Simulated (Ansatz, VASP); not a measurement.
**Pt in VASP and in Ansatz**

```xyz
2
Lattice="2.7668 0.0000 0.0000 -1.3834 2.3962 0.0000 0.0000 0.0000 4.7569" Properties=species:S:1:pos:R:3 pbc="T T T"
Pt    0.0000    1.5974    1.1892
Pt    1.3834    0.7987    3.5677
```

Alike in both runs: task single point; functional PBE; k mesh 13 × 13 × 7; occupations fermi-dirac, width 0.1 eV; non-collinear spin, spin-orbit coupling.

|  | VASP | Ansatz |
| --- | --- | --- |
| version | VASP 6.6.1 | Ansatz 0.2.0 |
| potentials or method | VASP PAW PBE potentials, release 64 (Pt), cutoff 520 eV | plane waves (420 eV) with PAW, fully relativistic with spin-orbit coupling |
| valence electrons in the cell | 20 | 36 |

|  | VASP | Ansatz | Ansatz less VASP |
| --- | --- | --- | --- |
| net moment per atom (μB) | 0.00 | 0.00 | 0.000 |

With one functional, cell and mesh, what is left measures potentials, basis and numerics. VASP's potentials hold 20 valence electrons a cell and Ansatz's 36, so a difference there can come from the potentials and not from the codes.
